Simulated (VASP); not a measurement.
# H in VASP: single point with PBE

Aim: the single point of H with PBE.

Program: VASP 6.6.1. These are calculated values, not measurements. Logs are shortened: lines on timing, memory, paths and dates and some standing lists are left out, and cuts for length are marked.

### 1 The cell of the first run

The cell holds a molecule in a box, 1 atom: a = 15.000 Å, b = 15.500 Å, c = 16.000 Å, α = 90.00°, β = 90.00°, γ = 90.00°.

### 2 Single point, PBE, collinear spin, ferromagnetic start

INCAR reads:

```
SYSTEM = H
  ALGO = Normal
  EDIFF = 1E-6
  ENCUT = 520
  GGA = PE
  ISIF = 2
  ISMEAR = 0
  ISPIN = 2
  ISYM = 0
  LASPH = .TRUE.
  LCHARG = .FALSE.
  LORBIT = 11
  LREAL = .FALSE.
  LWAVE = .FALSE.
  MAGMOM = 1
  NBANDS = 10
  NELM = 150
  PREC = Accurate
  SIGMA = 0.005
```

KPOINTS reads:

```
k-points
0
G
  1 1 1
  0 0 0
```

POSCAR reads:

```
H
1.0
   15.0000000000      0.0000000000      0.0000000000
    0.0000000000     15.5000000000      0.0000000000
    0.0000000000      0.0000000000     16.0000000000
H
1
Direct
    0.5000000000      0.5000000000      0.5000000000
```

Potentials or basis: VASP PAW PBE potentials, release 64 (H).

Command:

```sh
> cat potpaw_PBE.64/H/POTCAR > POTCAR
> mpirun -np 1 vasp_gam > vasp.out
```

OUTCAR:

```text
SYSTEM = H
   EDIFF = 1E-6
   ENCUT = 520
   GGA = PE
   ISIF = 2
   ISMEAR = 0
   ISPIN = 2
   ISYM = 0
   LASPH = .TRUE.
   LORBIT = 11
   LREAL = .FALSE.
   NELM = 150
   PREC = Accurate

 ion  position               nearest neighbor table
   1  0.500  0.500  0.500-

IMPORTANT INFORMATION: All symmetrisations will be switched off!
NOSYMM: (Re-)initialisation of all symmetry stuff for point group C_1.

----------------------------------------------------------------------------------------

                                     Primitive cell

  volume of cell :    3720.0000

  direct lattice vectors                    reciprocal lattice vectors
    15.000000000  0.000000000  0.000000000     0.066666667  0.000000000  0.000000000
     0.000000000 15.500000000  0.000000000     0.000000000  0.064516129  0.000000000
     0.000000000  0.000000000 16.000000000     0.000000000  0.000000000  0.062500000

  length of vectors
    15.000000000 15.500000000 16.000000000     0.066666667  0.064516129  0.062500000

  position of ions in fractional coordinates (direct lattice)
     0.500000000  0.500000000  0.500000000

  ion indices of the primitive-cell ions
   primitive index   ion index
                 1           1

----------------------------------------------------------------------------------------

 KPOINTS: k-points

Automatic generation of k-mesh.
 Grid dimensions read from file:
 generate k-points for:    1    1    1

 Generating k-lattice:

  Cartesian coordinates                     Fractional coordinates (reciprocal lattice)
     0.066666667  0.000000000  0.000000000     1.000000000  0.000000000  0.000000000
     0.000000000  0.064516129  0.000000000     0.000000000  1.000000000  0.000000000
     0.000000000  0.000000000  0.062500000     0.000000000  0.000000000  1.000000000

  Length of vectors
     0.066666667  0.064516129  0.062500000

  Shift w.r.t. Gamma in fractional coordinates (k-lattice)
     0.000000000  0.000000000  0.000000000

 Subroutine IBZKPT returns following result:
 ===========================================

 Found      1 irreducible k-points:

 Following reciprocal coordinates:
            Coordinates               Weight
  0.000000  0.000000  0.000000      1.000000
   k-points           NKPTS =      1   k-points in BZ     NKDIM =      1   number of bands    NBANDS=     10
   number of dos      NEDOS =    301   number of ions     NIONS =      1
   total plane-waves  NPLWV = ******
   dimension x,y,z NGX =   112 NGY =  120 NGZ =  120
   dimension x,y,z NGXF=   224 NGYF=  240 NGZF=  240
   ions per type =               1
   NGX,Y,Z   is equivalent  to a cutoff of  12.41, 12.87, 12.47 a.u.
   NGXF,Y,Z  is equivalent  to a cutoff of  24.83, 25.74, 24.94 a.u.
 SYSTEM =  H
   PREC   = accura    normal or accurate (medium, high low for compatibility)
   ISTART =      0    job   : 0-new  1-cont  2-samecut
   ICHARG =      2    charge: 1-file 2-atom 10-const
   ISPIN  =      2    spin polarized calculation?
   LNONCOLLINEAR =      F non collinear calculations
   LSORBIT =      F    spin-orbit coupling
   LASPH  =      T    aspherical Exc in radial PAW
   ENCUT  =  520.0 eV  38.22 Ry    6.18 a.u.  27.89 28.82 29.75*2*pi/ulx,y,z
   NELM   =    150;   NELMIN=  2; NELMDL= -5     # of ELM steps
   EDIFF  = 0.1E-05   stopping-criterion for ELM
   LREAL  =      F    real-space projection
   EDIFFG = 0.1E-04   stopping-criterion for IOM
   NSW    =      0    number of steps for IOM
   IBRION =     -1    ionic relax: 0-MD 1-quasi-New 2-CG
   NFREE  =      0    steps in history (QN), initial steepest desc. (CG)
   ISIF   =      2    stress and relaxation
   ISYM   =      0    0-nonsym 1-usesym 2-fastsym
   POTIM  = 0.5000    time-step for ionic-motion
   TEBEG  =    0.0;   TEEND  =   0.0 temperature during run
   PSTRESS=    0.0 pullay stress
   NELECT =       1.0000    total number of electrons
   NUPDOWN=      -1.0000    fix difference up-down
   EMIN   =  10.00;   EMAX   =-10.00  energy-range for DOS
   EFERMI =   0.00;   METHOD = LEGACY
   ISMEAR =     0;   SIGMA  =   0.01  broadening in eV -4-tet -1-fermi 0-gaus
   EFERMI_NEDOS =   21; number of points for ismear=-14 and -15
   IALGO  =     38    algorithm
   IMIX   =      4    mixing-type and parameters
     AMIX     =   0.40;   BMIX     =  1.00
     AMIX_MAG =   1.60;   BMIX_MAG =  1.00
  volume/ion in A,a.u.               =    3720.00     25103.80
  Fermi-wavevector in a.u.,A,eV,Ry     =   0.105656  0.199661  0.151884  0.011163
  Thomas-Fermi vector in A             =   0.693108
   LORBIT       =     11    0 simple, 1 ext, 2 COOP (PROOUT), +10 PAW based schemes
   GGA     = PE    functional components
   LHFCALC =     F    Hartree Fock is set to
   AEXX    =    0.0000 exact exchange contribution
   IVDW    =     0    specifies the selected vdW correction
   LEPSILON=     F    determine dielectric tensor
   LRPA    =     F    only Hartree local field effects (RPA)
 spin polarized calculation
 Gauss-broadening in eV      SIGMA  =   0.01
  energy-cutoff  :      520.00
  volume of cell :     3720.00
 maximum number of plane-waves:     50071
 NGX is ok and might be reduce to   112
   NGX = 55   NGY = 57   NGZ = 59

 number of electron       0.9999999 magnetization       0.9999999

 Free energy of the ion-electron system (eV)
  ---------------------------------------------------
  ext. energy  EPLUGINS =         0.00000000
  ---------------------------------------------------
  free energy    TOTEN  =        -1.11722108 eV

  energy without entropy =       -1.11722108  energy(sigma->0) =       -1.11722108

 E-fermi :  -7.5391     XC(G=0):  -0.0439

 val. band max:       -7.5872474980   @ k =   0.0000   0.0000   0.0000
 cond. band min:      -0.1042861281   @ k =   0.0000   0.0000   0.0000
 fundamental gap:      7.4829613699
 Fermi energy:        -7.5390909942

 spin component 1

 k-point     1 :       0.0000    0.0000    0.0000
  band No.  band energies     occupation
      1      -7.5872      1.00000
      2      -0.1043      0.00000
      3       0.3607      0.00000
      4       0.3823      0.00000
      5       0.4061      0.00000
      6       0.4381      0.00000
      7       0.5837      0.00000
      8       0.6303      0.00000
      9       0.8916      0.00000
     10       0.9081      0.00000
 Fermi energy:        -7.5390909942

 spin component 2

 k-point     1 :       0.0000    0.0000    0.0000
  band No.  band energies     occupation
      1       0.0166      0.00000
      2       0.5930      0.00000
      3       0.6016      0.00000
      4       0.6313      0.00000
      5       0.6483      0.00000
      6       0.6738      0.00000
      7       0.7147      0.00000
      8       1.2228      0.00000
      9       1.2234      0.00000
     10       1.2353      0.00000

------------------------ aborting loop because EDIFF is reached ----------------------------------------

  FORCE on cell =-STRESS in cart. coord.  units (eV):
  Direction    XX          YY          ZZ          XY          YZ          ZX
  --------------------------------------------------------------------------------------
  -------------------------------------------------------------------------------------
  Total       -0.0098501     -0.0099188     -0.0098644      0.0000001      0.0000002      0.0000001
  in kB       -0.0042424     -0.0042719     -0.0042485      0.0000000      0.0000001      0.0000000
  external PRESSURE =      -0.0042543 kB  Pullay stress =       0.0000000 kB

 VOLUME and BASIS-vectors are now :
 -----------------------------------------------------------------------------
  energy-cutoff  :      520.00
  volume of cell :     3720.00
      direct lattice vectors                 reciprocal lattice vectors
    15.000000000  0.000000000  0.000000000     0.066666667  0.000000000  0.000000000
     0.000000000 15.500000000  0.000000000     0.000000000  0.064516129  0.000000000
     0.000000000  0.000000000 16.000000000     0.000000000  0.000000000  0.062500000

 POSITION                                       TOTAL-FORCE (eV/Angst)
 -----------------------------------------------------------------------------------
      7.50000      7.75000      8.00000         0.000001      0.000001      0.000001
 -----------------------------------------------------------------------------------
    total drift:                                0.000001      0.000001      0.000001

  FREE ENERGIE OF THE ION-ELECTRON SYSTEM (eV)
  ---------------------------------------------------
  free  energy   TOTEN  =        -1.1172210774 eV

  energy  without entropy=       -1.1172210774  energy(sigma->0) =       -1.11722108

 total charge

# of ion       s       p       d       tot
------------------------------------------
    1        0.380   0.000   0.000   0.380

 magnetization (x)

# of ion       s       p       d       tot
------------------------------------------
    1        0.380   0.000   0.000   0.380
```

Wall time 6.2 min (1 thread of Intel Xeon Platinum 8488C (Sapphire Rapids), shared host); peak memory 3.4 GiB.

Results:

| Item | Value |
| --- | --- |
| Free energy | -1.1172 eV |
| Gap between the frontier levels | 7.48 eV |
| Net moment | 1.00 μB per cell |
| Site moments | H +0.38 μB |
| Valence electrons inside the program's atomic spheres | H 0.38 |
